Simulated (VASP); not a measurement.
# Ru (Pm-3n) in VASP: single point with r2SCAN

Aim: the single point of Ru with r2SCAN.

Everything below comes from runs of VASP 6.6.1. Logs are shortened: lines on timing, memory, paths and dates and some standing lists are left out, and cuts for length are marked.

### Step 1. The cell of the first run

It takes space group Pm-3n (No. 223, cubic). Conventional cell: a = 4.811 Å, b = 4.811 Å, c = 4.811 Å, α = 90.00°, β = 90.00°, γ = 90.00°. Ru (site symmetry m-3) has 12 Ru at 2.69 Å within 3.5 Å. Ru (site symmetry -4m2) has 14 Ru at 2.41 to 2.95 Å within 3.2 Å.

### Step 2. Single point, r2SCAN

Input file POSCAR:

```
Ru
1.0
    4.8109050311      0.0000000000      0.0000000000
    0.0000000000      4.8109050311      0.0000000000
    0.0000000000      0.0000000000      4.8109050311
Ru
8
Direct
    0.5000000000      0.5000000000      0.5000000000
    0.0000000000      0.0000000000      0.0000000000
    0.2500000000      0.0000000000      0.5000000000
    0.5000000000      0.2500000000      0.0000000000
    0.5000000000      0.7500000000      0.0000000000
    0.7500000000      0.0000000000      0.5000000000
    0.0000000000      0.5000000000      0.7500000000
    0.0000000000      0.5000000000      0.2500000000
```

Input file INCAR.step1:

```
SYSTEM = Ru
PREC = Accurate ; ENCUT = 520
ISMEAR = 0 ; SIGMA = 0.1
LREAL = .False. ; LASPH = .True.
NELM = 60 ; NBANDS = 66
GGA = PE ; ALGO = Normal
EDIFF = 1E-4 ; LWAVE = .True.
LCHARG = .False.
```

Input file INCAR.step2:

```
SYSTEM = Ru
PREC = Accurate ; ENCUT = 520
EDIFF = 1E-6 ; ISMEAR = 0
SIGMA = 0.1 ; LREAL = .False.
LASPH = .True. ; NELM = 60
ALGO = Normal ; ISIF = 2
LWAVE = .False. ; LCHARG = .False.
METAGGA = R2SCAN ; LMIXTAU = .True.
NBANDS = 66 ; ISTART = 1
```

Input file KPOINTS:

```
Automatic mesh
0
Gamma
  8 8 8
  0 0 0
```

Potentials or basis: VASP PAW PBE potentials, release 64 (Ru_pv).

On the command line:

```console
cat potpaw_PBE.64/Ru_pv/POTCAR > POTCAR
cp INCAR.step1 INCAR
mpirun -np 1 vasp_std > vasp.out
cp INCAR.step2 INCAR
mpirun -np 1 vasp_std > vasp.out
```

OUTCAR:

```text
SYSTEM = Ru
   PREC = Accurate
   ENCUT = 520
   EDIFF = 1E-6
   ISMEAR = 0
   LREAL = .False.
   LASPH = .True.
   NELM = 60
   ISIF = 2
   METAGGA = R2SCAN
   ISTART = 1

 ion  position               nearest neighbor table
   1  0.500  0.500  0.500-   3 2.69   4 2.69   5 2.69   6 2.69   7 2.69   8 2.69   4 2.69   5 2.69
                             3 2.69   6 2.69   7 2.69   8 2.69
   2  0.000  0.000  0.000-   3 2.69   4 2.69   5 2.69   6 2.69   7 2.69   8 2.69   3 2.69   6 2.69
                             7 2.69   8 2.69   4 2.69   5 2.69
   3  0.250  0.000  0.500-   6 2.41   6 2.41   1 2.69   2 2.69   1 2.69   2 2.69   8 2.95   5 2.95
                             4 2.95   5 2.95   4 2.95   7 2.95   8 2.95   7 2.95
   4  0.500  0.250  0.000-   5 2.41   5 2.41   1 2.69   1 2.69   2 2.69   2 2.69   8 2.95   3 2.95
                             3 2.95   6 2.95   6 2.95   7 2.95   7 2.95   8 2.95
   5  0.500  0.750  0.000-   4 2.41   4 2.41   1 2.69   1 2.69   2 2.69   2 2.69   8 2.95   3 2.95
                             3 2.95   6 2.95   6 2.95   7 2.95   7 2.95   8 2.95
   6  0.750  0.000  0.500-   3 2.41   3 2.41   1 2.69   2 2.69   1 2.69   2 2.69   8 2.95   4 2.95
                             4 2.95   5 2.95   5 2.95   7 2.95   8 2.95   7 2.95
   7  0.000  0.500  0.750-   8 2.41   8 2.41   1 2.69   2 2.69   2 2.69   1 2.69   3 2.95   4 2.95
                             5 2.95   3 2.95   6 2.95   6 2.95   4 2.95   5 2.95
   8  0.000  0.500  0.250-   7 2.41   7 2.41   1 2.69   2 2.69   2 2.69   1 2.69   3 2.95   4 2.95
                             5 2.95   3 2.95   6 2.95   6 2.95   4 2.95   5 2.95

  LATTYP: Found a simple cubic cell.
 ALAT       =     4.8109050311

  Lattice vectors:

 A1 = (   4.8109050311,   0.0000000000,   0.0000000000)
 A2 = (   0.0000000000,   4.8109050311,   0.0000000000)
 A3 = (   0.0000000000,   0.0000000000,   4.8109050311)

Analysis of symmetry for initial positions (statically):
=====================================================================
 Subroutine PRICEL returns:
 Original cell was already a primitive cell.

 Routine SETGRP: Setting up the symmetry group for a
 simple cubic supercell.

 Subroutine GETGRP returns: Found 48 space group operations
 (whereof 24 operations were pure point group operations)
 out of a pool of 48 trial point group operations.

The static configuration has the point symmetry T_h .
 The point group associated with its full space group is O_h .

Analysis of symmetry for dynamics (positions and initial velocities):
=====================================================================
 Subroutine PRICEL returns:
 Original cell was already a primitive cell.

 Routine SETGRP: Setting up the symmetry group for a
 simple cubic supercell.

 Subroutine GETGRP returns: Found 48 space group operations
 (whereof 24 operations were pure point group operations)
 out of a pool of 48 trial point group operations.

The dynamic configuration has the point symmetry T_h .
 The point group associated with its full space group is O_h .

 Subroutine INISYM returns: Found 48 space group operations
 (whereof 24 operations are pure point group operations),
 and found     1 'primitive' translations

----------------------------------------------------------------------------------------

                                     Primitive cell

  volume of cell :     111.3475

  direct lattice vectors                    reciprocal lattice vectors
     4.810905031  0.000000000  0.000000000     0.207861098  0.000000000  0.000000000
     0.000000000  4.810905031  0.000000000     0.000000000  0.207861098  0.000000000
     0.000000000  0.000000000  4.810905031     0.000000000  0.000000000  0.207861098

  length of vectors
     4.810905031  4.810905031  4.810905031     0.207861098  0.207861098  0.207861098

  position of ions in fractional coordinates (direct lattice)
     0.500000000  0.500000000  0.500000000
     0.000000000  0.000000000  0.000000000
     0.250000000  0.000000000  0.500000000
     0.500000000  0.250000000  0.000000000
     0.500000000  0.750000000  0.000000000
     0.750000000  0.000000000  0.500000000
     0.000000000  0.500000000  0.750000000
     0.000000000  0.500000000  0.250000000

  ion indices of the primitive-cell ions
   primitive index   ion index
                 1           1
                 2           2
                 3           3
                 4           4
                 5           5
                 6           6
                 7           7
                 8           8

----------------------------------------------------------------------------------------

 KPOINTS: Automatic mesh

Automatic generation of k-mesh.
 Grid dimensions read from file:
 generate k-points for:    8    8    8

 Generating k-lattice:

  Cartesian coordinates                     Fractional coordinates (reciprocal lattice)
     0.025982637  0.000000000  0.000000000     0.125000000  0.000000000  0.000000000
     0.000000000  0.025982637  0.000000000     0.000000000  0.125000000  0.000000000
     0.000000000  0.000000000  0.025982637     0.000000000  0.000000000  0.125000000

  Length of vectors
     0.025982637  0.025982637  0.025982637

  Shift w.r.t. Gamma in fractional coordinates (k-lattice)
     0.000000000  0.000000000  0.000000000

 Subroutine IBZKPT returns following result:
 ===========================================

 Found     35 irreducible k-points:

 Following reciprocal coordinates:
            Coordinates               Weight
  0.000000  0.000000  0.000000      1.000000
  0.125000  0.000000  0.000000      6.000000
  0.250000  0.000000  0.000000      6.000000
  0.375000  0.000000  0.000000      6.000000
  0.500000  0.000000  0.000000      3.000000
  0.125000  0.125000  0.000000     12.000000
[... 16 lines left out ...]
  0.375000  0.375000  0.125000     24.000000
  0.500000  0.375000  0.125000     24.000000
 [... further k-points ...]
   k-points           NKPTS =     35   k-points in BZ     NKDIM =     35   number of bands    NBANDS=     66
   number of dos      NEDOS =    301   number of ions     NIONS =      8
   total plane-waves  NPLWV =  46656
   dimension x,y,z NGX =    36 NGY =   36 NGZ =   36
   dimension x,y,z NGXF=    72 NGYF=   72 NGZF=   72
   ions per type =               8
   NGX,Y,Z   is equivalent  to a cutoff of  12.44, 12.44, 12.44 a.u.
   NGXF,Y,Z  is equivalent  to a cutoff of  24.88, 24.88, 24.88 a.u.
 SYSTEM =  Ru
   PREC   = accura    normal or accurate (medium, high low for compatibility)
   ISTART =      1    job   : 0-new  1-cont  2-samecut
   ICHARG =      0    charge: 1-file 2-atom 10-const
   ISPIN  =      1    spin polarized calculation?
   LNONCOLLINEAR =      F non collinear calculations
   LSORBIT =      F    spin-orbit coupling
   LASPH  =      T    aspherical Exc in radial PAW
   ENCUT  =  520.0 eV  38.22 Ry    6.18 a.u.   8.95  8.95  8.95*2*pi/ulx,y,z
   NELM   =     60;   NELMIN=  2; NELMDL=  0     # of ELM steps
   EDIFF  = 0.1E-05   stopping-criterion for ELM
   LREAL  =      F    real-space projection
   EDIFFG = 0.1E-04   stopping-criterion for IOM
   NSW    =      0    number of steps for IOM
   IBRION =     -1    ionic relax: 0-MD 1-quasi-New 2-CG
   NFREE  =      0    steps in history (QN), initial steepest desc. (CG)
   ISIF   =      2    stress and relaxation
   ISYM   =      2    0-nonsym 1-usesym 2-fastsym
   POTIM  = 0.5000    time-step for ionic-motion
   TEBEG  =    0.0;   TEEND  =   0.0 temperature during run
   PSTRESS=    0.0 pullay stress
   NELECT =     112.0000    total number of electrons
   NUPDOWN=      -1.0000    fix difference up-down
   EMIN   =  10.00;   EMAX   =-10.00  energy-range for DOS
   EFERMI =   0.00;   METHOD = LEGACY
   ISMEAR =     0;   SIGMA  =   0.10  broadening in eV -4-tet -1-fermi 0-gaus
   EFERMI_NEDOS =   21; number of points for ismear=-14 and -15
   IALGO  =     38    algorithm
   IMIX   =      4    mixing-type and parameters
     AMIX     =   0.40;   BMIX     =  1.00
     AMIX_MAG =   1.60;   BMIX_MAG =  1.00
  volume/ion in A,a.u.               =      13.92        93.93
  Fermi-wavevector in a.u.,A,eV,Ry     =   1.640290  3.099699 36.607187  2.690552
  Thomas-Fermi vector in A             =   2.730953
   LORBIT       =      0    0 simple, 1 ext, 2 COOP (PROOUT), +10 PAW based schemes
   METAGGA = R2SCAN    functional components
   LHFCALC =     F    Hartree Fock is set to
   AEXX    =    0.0000 exact exchange contribution
   IVDW    =     0    specifies the selected vdW correction
   LEPSILON=     F    determine dielectric tensor
   LRPA    =     F    only Hartree local field effects (RPA)
 non-spin polarized calculation
 Gauss-broadening in eV      SIGMA  =   0.10
  energy-cutoff  :      520.00
  volume of cell :      111.35
 maximum number of plane-waves:      3022
 NGX is ok and might be reduce to    36
   NGX = 17   NGY = 17   NGZ = 17

 number of electron     112.0000037 magnetization

 Free energy of the ion-electron system (eV)
  ---------------------------------------------------
  ext. energy  EPLUGINS =         0.00000000
  ---------------------------------------------------
  free energy    TOTEN  =      -200.18900415 eV

  energy without entropy =     -200.13744107  energy(sigma->0) =     -200.16322261

 E-fermi :  12.3997     XC(G=0): -15.2008

 val. band max:       12.3649965195   @ k =   0.5000   0.2500   0.0000
 cond. band min:      12.4128443596   @ k =   0.2500   0.0000   0.0000
 fundamental gap:      0.0478478401
 Fermi energy:        12.3997104013

 k-point     1 :       0.0000    0.0000    0.0000
  band No.  band energies     occupation
      1     -33.0567      2.00000
      2     -33.0567      2.00000
      3     -32.9326      2.00000
      4     -32.4064      2.00000
      5     -32.4064      2.00000
      6     -32.4064      2.00000
[... 58 lines left out ...]
     65      14.0458      0.00000
     66      16.4265      0.00000

 k-point     2 :       0.1250    0.0000    0.0000
  band No.  band energies     occupation
      1     -33.0592      2.00000
      2     -33.0282      2.00000
      3     -32.9128      2.00000
      4     -32.4023      2.00000
      5     -32.4023      2.00000
      6     -32.3762      2.00000
[... 1576 lines left out ...]
     65      13.8540      0.00000
     66      14.3737      0.00000

 [... further k-points ...]

------------------------ aborting loop because EDIFF is reached ----------------------------------------

  FORCE on cell =-STRESS in cart. coord.  units (eV):
  Direction    XX          YY          ZZ          XY          YZ          ZX
  --------------------------------------------------------------------------------------
  -------------------------------------------------------------------------------------
  Total        0.9736066      0.9736066      0.9736066      0.0000000      0.0000000      0.0000000
  in kB       14.0092134     14.0092134     14.0092134      0.0000000      0.0000000      0.0000000
  external PRESSURE =      14.0092134 kB  Pullay stress =       0.0000000 kB

 VOLUME and BASIS-vectors are now :
 -----------------------------------------------------------------------------
  energy-cutoff  :      520.00
  volume of cell :      111.35
      direct lattice vectors                 reciprocal lattice vectors
     4.810905031  0.000000000  0.000000000     0.207861098  0.000000000  0.000000000
     0.000000000  4.810905031  0.000000000     0.000000000  0.207861098  0.000000000
     0.000000000  0.000000000  4.810905031     0.000000000  0.000000000  0.207861098

 POSITION                                       TOTAL-FORCE (eV/Angst)
 -----------------------------------------------------------------------------------
      2.40545      2.40545      2.40545         0.000000     -0.000000      0.000000
      0.00000      0.00000      0.00000         0.000000     -0.000000      0.000000
      1.20273      0.00000      2.40545         0.000000     -0.000000     -0.000000
      2.40545      1.20273      0.00000         0.000000     -0.000000      0.000000
      2.40545      3.60818      0.00000        -0.000000      0.000000     -0.000000
      3.60818      0.00000      2.40545        -0.000000      0.000000      0.000000
      0.00000      2.40545      3.60818        -0.000000      0.000000      0.000000
      0.00000      2.40545      1.20273         0.000000     -0.000000     -0.000000
 -----------------------------------------------------------------------------------
    total drift:                                0.000000      0.000000     -0.000000

  FREE ENERGIE OF THE ION-ELECTRON SYSTEM (eV)
  ---------------------------------------------------
  free  energy   TOTEN  =      -200.1890041508 eV

  energy  without entropy=     -200.1374410691  energy(sigma->0) =     -200.16322261
```

Run time: 17 min. Hardware: 1 thread of Intel Xeon 8259CL, shared host; peak memory 0.32 GiB.

What came out:

- Free energy: -200.1890 eV
- Pressure: 1.4 GPa
- Band gap on the k mesh: zero (bands 56 and 57 overlap by 0.89 eV)

Caveat: the PAW data sets were made with another functional, which shifts forces and pressure a little.
